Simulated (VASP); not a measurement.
# Os in VASP: single point with RPBE

Aim: the single point of Os with RPBE.

Everything below comes from runs of VASP 6.6.1. Logs are shortened: lines on timing, memory, paths and dates and some standing lists are left out, and cuts for length are marked.

## (1) The cell of the first run

The typed cell holds 2 atoms: a = 4.275 Å, b = 4.275 Å, c = 3.929 Å, α = 103.48°, β = 103.48°, γ = 141.79°.

## (2) Single point, RPBE

INCAR reads:

```
SYSTEM = Os
PREC     = Accurate       ! precision mode
ENCUT    = 520            ! plane-wave cutoff, eV
EDIFF    = 1E-6           ! SCF threshold, eV
ISMEAR   = -1             ! smearing method
SIGMA    = 0.1            ! smearing width, eV
LREAL    = .FALSE.        ! projectors in reciprocal space
LASPH    = .TRUE.         ! aspherical terms in the spheres
NELM     = 80             ! most SCF steps
ALGO     = Normal         ! electronic algorithm
ISIF     = 2              ! what is computed and relaxed
LWAVE    = .FALSE.        ! write WAVECAR
LCHARG   = .FALSE.        ! write CHGCAR
GGA      = RP             ! functional
ISYM     = 0            
NBANDS   = 15             ! bands
```

KPOINTS reads:

```
Automatic mesh
0
G
  14 14 9
  0 0 0
```

POSCAR reads:

```
Os
1.0
   -3.0684801585      2.6446437042      1.3669549409
    2.6446437042     -3.0684801585      1.3669549409
    2.3285431751      2.3285431751     -2.1432121831
Os
2
Direct
    0.9795764722      0.0204235278      1.0000000000
    0.7704235278      0.2295764722      0.5000000000
```

Potentials or basis: VASP PAW PBE potentials, release 64 (Os).

Command:

```sh
> cat potpaw_PBE.64/Os/POTCAR > POTCAR
> mpirun -np 1 vasp_std > vasp.out
```

OUTCAR:

```text
SYSTEM = Os
   PREC = Accurate
   ENCUT = 520
   EDIFF = 1E-6
   ISMEAR = -1
   LREAL = .FALSE.
   LASPH = .TRUE.
   NELM = 80
   ISIF = 2
   GGA = RP
   ISYM = 0

 ion  position               nearest neighbor table
   1  0.980  0.020  0.000-   2 2.59   2 2.59   2 2.59   2 2.59   2 2.72   2 2.72
   2  0.770  0.230  0.500-   1 2.59   1 2.59   1 2.59   1 2.59   1 2.72   1 2.72

IMPORTANT INFORMATION: All symmetrisations will be switched off!
NOSYMM: (Re-)initialisation of all symmetry stuff for point group C_1.

----------------------------------------------------------------------------------------

                                     Primitive cell

  volume of cell :      31.1803

  direct lattice vectors                    reciprocal lattice vectors
    -3.068480158  2.644643704  1.366954941     0.108831360  0.283866949  0.426656294
     2.644643704 -3.068480158  1.366954941     0.283866949  0.108831360  0.426656294
     2.328543175  2.328543175 -2.143212183     0.250465585  0.250465585  0.077659067

  length of vectors
     4.275310119  4.275310119  3.929069241     0.523889591  0.523889591  0.362625081

  position of ions in fractional coordinates (direct lattice)
     0.979576472  0.020423528  0.000000000
     0.770423528  0.229576472  0.500000000

  ion indices of the primitive-cell ions
   primitive index   ion index
                 1           1
                 2           2

----------------------------------------------------------------------------------------

 KPOINTS: Automatic mesh

Automatic generation of k-mesh.
 Grid dimensions read from file:
 generate k-points for:   14   14    9

 Generating k-lattice:

  Cartesian coordinates                     Fractional coordinates (reciprocal lattice)
     0.007773669  0.020276211  0.030475450     0.071428571 -0.000000000  0.000000000
     0.020276211  0.007773669  0.030475450    -0.000000000  0.071428571  0.000000000
     0.027829509  0.027829509  0.008628785    -0.000000000 -0.000000000  0.111111111

  Length of vectors
     0.037420685  0.037420685  0.040291676

  Shift w.r.t. Gamma in fractional coordinates (k-lattice)
     0.000000000  0.000000000  0.000000000

 Subroutine IBZKPT returns following result:
 ===========================================

 Found    884 irreducible k-points:

 Following reciprocal coordinates:
            Coordinates               Weight
  0.000000  0.000000  0.000000      1.000000
  0.071429  0.000000  0.000000      2.000000
 -0.000000 -0.071429  0.000000      2.000000
  0.142857  0.000000  0.000000      2.000000
 -0.000000 -0.142857  0.000000      2.000000
  0.214286  0.000000 -0.000000      2.000000
[... 16 lines left out ...]
  0.357143  0.071429 -0.000000      2.000000
 -0.071429 -0.357143  0.000000      2.000000
 [... further k-points ...]
   k-points           NKPTS =    884   k-points in BZ     NKDIM =    884   number of bands    NBANDS=     15
   number of dos      NEDOS =    301   number of ions     NIONS =      2
   total plane-waves  NPLWV =  30720
   dimension x,y,z NGX =    32 NGY =   32 NGZ =   30
   dimension x,y,z NGXF=    64 NGYF=   64 NGZF=   60
   ions per type =               2
   NGX,Y,Z   is equivalent  to a cutoff of  12.44, 12.44, 12.69 a.u.
   NGXF,Y,Z  is equivalent  to a cutoff of  24.89, 24.89, 25.39 a.u.
 SYSTEM =  Os
   PREC   = accura    normal or accurate (medium, high low for compatibility)
   ISTART =      0    job   : 0-new  1-cont  2-samecut
   ICHARG =      2    charge: 1-file 2-atom 10-const
   ISPIN  =      1    spin polarized calculation?
   LNONCOLLINEAR =      F non collinear calculations
   LSORBIT =      F    spin-orbit coupling
   LASPH  =      T    aspherical Exc in radial PAW
   ENCUT  =  520.0 eV  38.22 Ry    6.18 a.u.   7.95  7.95  7.31*2*pi/ulx,y,z
   NELM   =     80;   NELMIN=  2; NELMDL= -5     # of ELM steps
   EDIFF  = 0.1E-05   stopping-criterion for ELM
   LREAL  =      F    real-space projection
   EDIFFG = 0.1E-04   stopping-criterion for IOM
   NSW    =      0    number of steps for IOM
   IBRION =     -1    ionic relax: 0-MD 1-quasi-New 2-CG
   NFREE  =      0    steps in history (QN), initial steepest desc. (CG)
   ISIF   =      2    stress and relaxation
   ISYM   =      0    0-nonsym 1-usesym 2-fastsym
   POTIM  = 0.5000    time-step for ionic-motion
   TEBEG  =    0.0;   TEEND  =   0.0 temperature during run
   PSTRESS=    0.0 pullay stress
   NELECT =      16.0000    total number of electrons
   NUPDOWN=      -1.0000    fix difference up-down
   EMIN   =  10.00;   EMAX   =-10.00  energy-range for DOS
   EFERMI =   0.00;   METHOD = LEGACY
   ISMEAR =    -1;   SIGMA  =   0.10  broadening in eV -4-tet -1-fermi 0-gaus
   EFERMI_NEDOS =   21; number of points for ismear=-14 and -15
   IALGO  =     38    algorithm
   IMIX   =      4    mixing-type and parameters
     AMIX     =   0.40;   BMIX     =  1.00
     AMIX_MAG =   1.60;   BMIX_MAG =  1.00
  volume/ion in A,a.u.               =      15.59       105.21
  Fermi-wavevector in a.u.,A,eV,Ry     =   1.310655  2.476778 23.372296  1.717815
  Thomas-Fermi vector in A             =   2.441170
   LORBIT       =      0    0 simple, 1 ext, 2 COOP (PROOUT), +10 PAW based schemes
   GGA     = RP    functional components
   LHFCALC =     F    Hartree Fock is set to
   AEXX    =    0.0000 exact exchange contribution
   IVDW    =     0    specifies the selected vdW correction
   LEPSILON=     F    determine dielectric tensor
   LRPA    =     F    only Hartree local field effects (RPA)
 non-spin polarized calculation
  energy-cutoff  :      520.00
  volume of cell :       31.18
 maximum number of plane-waves:       857
   NGX = 15   NGY = 15   NGZ = 15

 number of electron      16.0000000 magnetization

 Free energy of the ion-electron system (eV)
  ---------------------------------------------------
  ext. energy  EPLUGINS =         0.00000000
  ---------------------------------------------------
  free energy    TOTEN  =       -20.52056819 eV

  energy without entropy =      -20.47880411  energy(sigma->0) =      -20.49968615

 E-fermi :   7.9860     XC(G=0): -13.2880

 val. band max:        7.9853508217   @ k =   0.5000   0.4286   0.1111
 cond. band min:       7.9875805920   @ k =  -0.3571   0.4286  -0.0000
 fundamental gap:      0.0022297703
 Fermi energy:         7.9859979601

 k-point     1 :       0.0000    0.0000    0.0000
  band No.  band energies     occupation
      1      -1.9795      2.00000
      2       1.0462      2.00000
      3       2.1038      2.00000
      4       4.5847      2.00000
      5       4.8581      2.00000
      6       6.2130      2.00000
      7       6.8131      1.99998
      8       7.9369      1.24087
      9       8.1935      0.22308
     10       9.7483      0.00000
     11      10.8593      0.00000
     12      10.9616      0.00000
     13      17.5626      0.00000
     14      20.3379      0.00000
     15      24.0912      0.00000

 k-point     2 :       0.0714    0.0000    0.0000
  band No.  band energies     occupation
      1      -1.6763      2.00000
      2       1.2712      2.00000
      3       2.2471      2.00000
      4       4.6868      2.00000
      5       4.8769      2.00000
      6       6.0464      2.00000
      7       6.4849      2.00000
      8       7.3999      1.99432
      9       8.3809      0.03781
     10       9.5844      0.00000
     11      10.0971      0.00000
     12      12.4538      0.00000
     13      17.5266      0.00000
     14      20.3071      0.00000
     15      23.8081      0.00000

 k-point     3 :      -0.0000   -0.0714    0.0000
  band No.  band energies     occupation
      1      -1.6763      2.00000
      2       1.2712      2.00000
      3       2.2471      2.00000
      4       4.6868      2.00000
      5       4.8769      2.00000
      6       6.0464      2.00000
      7       6.4849      2.00000
      8       7.3999      1.99432
      9       8.3809      0.03781
     10       9.5844      0.00000
     11      10.0971      0.00000
     12      12.4538      0.00000
     13      17.5266      0.00000
     14      20.3071      0.00000
     15      23.8081      0.00000

 k-point     4 :       0.1429    0.0000    0.0000
  band No.  band energies     occupation
      1      -0.8140      2.00000
      2       1.9097      2.00000
      3       2.6032      2.00000
      4       4.8365      2.00000
      5       5.0419      2.00000
      6       5.1203      2.00000
      7       5.8537      2.00000
      8       7.4067      1.99392
      9       8.0829      0.55002
     10       9.1818      0.00001
     11       9.9332      0.00000
     12      14.1875      0.00000
     13      17.5345      0.00000
     14      20.4094      0.00000
     15      22.0321      0.00000

 k-point     5 :      -0.0000   -0.1429    0.0000
  band No.  band energies     occupation
      1      -0.8140      2.00000
      2       1.9097      2.00000
      3       2.6032      2.00000
      4       4.8365      2.00000
      5       5.0419      2.00000
      6       5.1203      2.00000
      7       5.8537      2.00000
      8       7.4067      1.99392
      9       8.0829      0.55002
     10       9.1818      0.00001
     11       9.9332      0.00000
     12      14.1875      0.00000
     13      17.5345      0.00000
     14      20.4094      0.00000
     15      22.0321      0.00000

 k-point     6 :       0.2143    0.0000   -0.0000
  band No.  band energies     occupation
      1       0.4264      2.00000
      2       2.7995      2.00000
      3       2.8829      2.00000
      4       3.9188      2.00000
      5       4.8324      2.00000
      6       5.3334      2.00000
      7       5.7539      2.00000
      8       7.2520      1.99870
      9       8.0194      0.83464
     10       8.9042      0.00021
     11      10.0994      0.00000
     12      15.4335      0.00000
     13      17.7748      0.00000
     14      20.1566      0.00000
     15      21.1827      0.00000

 k-point     7 :      -0.0000   -0.2143    0.0000
  band No.  band energies     occupation
      1       0.4264      2.00000
      2       2.7995      2.00000
      3       2.8829      2.00000
      4       3.9188      2.00000
      5       4.8324      2.00000
      6       5.3334      2.00000
      7       5.7539      2.00000
      8       7.2520      1.99870
      9       8.0194      0.83464
     10       8.9042      0.00021
     11      10.0994      0.00000
[... 226 lines left out ...]
      4       3.3874      2.00000
      5       4.8920      2.00000
      6       5.5669      2.00000
      7       6.5046      2.00000
      8       7.2268      1.99899
      9       8.5813      0.00518
     10       9.3141      0.00000
     11      10.2283      0.00000
     12      16.2230      0.00000
     13      18.2329      0.00000
     14      19.4643      0.00000
     15      20.7527      0.00000

 k-point    21 :       0.2857    0.0714   -0.0000
  band No.  band energies     occupation
      1       1.6606      2.00000
      2       2.1745      2.00000
      3       2.8367      2.00000
      4       3.2649      2.00000
      5       5.6374      2.00000
      6       5.8690      2.00000
      7       7.6996      1.89212
      8       7.9215      1.31157
      9       9.3739      0.00000
     10       9.9431      0.00000
     11      10.5340      0.00000
     12      15.3535      0.00000
     13      17.7778      0.00000
     14      19.6651      0.00000
     15      20.1513      0.00000

 k-point    22 :      -0.0714   -0.2857    0.0000
  band No.  band energies     occupation
      1       1.6606      2.00000
      2       2.1745      2.00000
      3       2.8367      2.00000
      4       3.2649      2.00000
      5       5.6374      2.00000
      6       5.8690      2.00000
      7       7.6996      1.89212
      8       7.9215      1.31157
      9       9.3739      0.00000
     10       9.9431      0.00000
     11      10.5340      0.00000
     12      15.3535      0.00000
     13      17.7778      0.00000
     14      19.6651      0.00000
     15      20.1513      0.00000

 k-point    23 :       0.3571    0.0714   -0.0000
  band No.  band energies     occupation
      1       1.5310      2.00000
      2       1.7716      2.00000
      3       2.5930      2.00000
      4       2.9260      2.00000
      5       6.1192      2.00000
      6       6.4613      2.00000
      7       8.8009      0.00058
      8       8.9756      0.00010
      9      10.1508      0.00000
     10      10.4791      0.00000
     11      11.4655      0.00000
     12      13.7874      0.00000
     13      18.2694      0.00000
     14      18.9687      0.00000
     15      19.8141      0.00000

 k-point    24 :      -0.0714   -0.3571    0.0000
  band No.  band energies     occupation
      1       1.5310      2.00000
      2       1.7716      2.00000
      3       2.5930      2.00000
      4       2.9260      2.00000
      5       6.1192      2.00000
      6       6.4613      2.00000
      7       8.8009      0.00058
      8       8.9756      0.00010
      9      10.1508      0.00000
     10      10.4791      0.00000
     11      11.4655      0.00000
     12      13.7874      0.00000
     13      18.2694      0.00000
     14      18.9687      0.00000
     15      19.8141      0.00000

 [... further k-points ...]
[... 5 lines left out ...]
  --------------------------------------------------------------------------------------
  -------------------------------------------------------------------------------------
  Total       -0.1025226     -0.1025226     -0.0542465      0.0225435     -0.0043656     -0.0043655
  in kB       -5.2680579     -5.2680541     -2.7874198      1.1583818     -0.2243222     -0.2243198
  external PRESSURE =      -4.4411773 kB  Pullay stress =       0.0000000 kB

 VOLUME and BASIS-vectors are now :
 -----------------------------------------------------------------------------
  energy-cutoff  :      520.00
  volume of cell :       31.18
      direct lattice vectors                 reciprocal lattice vectors
    -3.068480158  2.644643704  1.366954941     0.108831360  0.283866949  0.426656294
     2.644643704 -3.068480158  1.366954941     0.283866949  0.108831360  0.426656294
     2.328543175  2.328543175 -2.143212183     0.250465585  0.250465585  0.077659067

 POSITION                                       TOTAL-FORCE (eV/Angst)
 -----------------------------------------------------------------------------------
     -2.95180      2.52796      1.36695         0.004788     -0.004788     -0.000000
     -0.59261      2.49732      0.29535        -0.004788      0.004788      0.000000
 -----------------------------------------------------------------------------------
    total drift:                               -0.000014      0.000014      0.000000

  FREE ENERGIE OF THE ION-ELECTRON SYSTEM (eV)
  ---------------------------------------------------
  free  energy   TOTEN  =       -20.5205681863 eV

  energy  without entropy=      -20.4788041073  energy(sigma->0) =      -20.49968615
```

It took 8.7 min on 1 thread of Intel Xeon 6975P-C, shared host; peak memory 0.48 GiB.

Results:

| Item | Value |
| --- | --- |
| Free energy | -20.5206 eV |
| Pressure | -0.4 GPa |
| Largest force | 0.007 eV/Å |
| Band gap on the k mesh | zero (band 8 reaches 9.93 eV, above the bottom of band 9 at 6.99 eV) |

Forces in eV/Å, atoms in the order of the input:
```
Os   0.005 -0.005  0.000
Os  -0.005  0.005  0.000
```

Caveat: the PAW data sets were made with another functional, which shifts forces and pressure a little; spin-orbit coupling is left out, which moves the levels of the heavy elements.
